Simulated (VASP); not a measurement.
**SiC: single point with LDA**

SiC:

```xyz
8
Lattice="-3.0760 0.0000 0.0000 -1.5380 -2.6639 0.0000 -2.6913 -1.5538 10.0960" Properties=species:S:1:pos:R:3 pbc="T T T"
Si   -1.5380   -0.8880    6.6003
Si   -1.5380   -0.8880    1.5523
Si   -3.0760   -1.7759    9.1243
Si   -3.0760   -1.7759    4.0763
C    -1.5380   -0.8880    8.5437
C    -1.5380   -0.8880    3.4957
C    -3.0760   -1.7759    0.9717
C    -3.0760   -1.7759    6.0197
```

- Program: VASP 6.6.1
- Task: single point
- Functional: LDA
- Potentials or basis: VASP PAW LDA potentials, release 64 (Si, C)
- Cutoff: 520 eV
- k mesh: 10 × 10 × 3
- Occupations: gaussian, width 0.05 eV
- Spin: no spin polarisation
- Dipole correction: no
- Further INCAR settings: ALGO = Normal; EDIFF = 1e-06; NBANDS = 26

The pressure is -3.6 GPa and the largest force is 1.843 eV/Å. The band gap on the k mesh is 0.07 eV, indirect (least direct gap 0.52 eV).

Forces in eV/Å, atoms in the order of the input:
```
Si  -0.221 -0.128  0.234
Si  -0.226 -0.131  0.728
Si  -0.306 -0.176  0.512
Si  -0.022 -0.013  0.449
C   -0.517 -0.298 -1.744
C    0.112  0.065 -0.358
C    1.221  0.705  0.710
C   -0.042 -0.024 -0.533
```

Stress tensor (GPa, compression positive):
```
-5.22  3.21  7.00
 3.21 -8.92  4.04
 7.00  4.04  3.43
```

Levels at points of the mesh, in eV from the valence-band top:
```csv
k point,band 12,band 13,band 14,band 15,band 16,band 17,band 18,band 19,band 20,band 21
"(0.00, 0.00, 0.00)",-1.20,-1.11,-0.93,-0.87,-0.08,3.62,4.36,5.02,5.45,5.50
"(0.50, 0.00, 0.00)",-3.39,-3.20,-3.02,-2.14,-0.46,0.07,1.67,2.54,3.03,3.83
"(0.50, 0.50, 0.00)",-3.32,-3.23,-2.94,-2.05,-1.73,1.08,1.73,2.43,3.23,3.87
```

Run time: 2.3 min on 1 thread of AMD EPYC 7R43 64-Core Processor (Zen 3), on a shared host, peak memory 0.22 GiB.

Caveat: forces of over 1 eV/Å act on the atoms, so gaps and moduli don't describe the material at rest. A k mesh can miss the band edges.
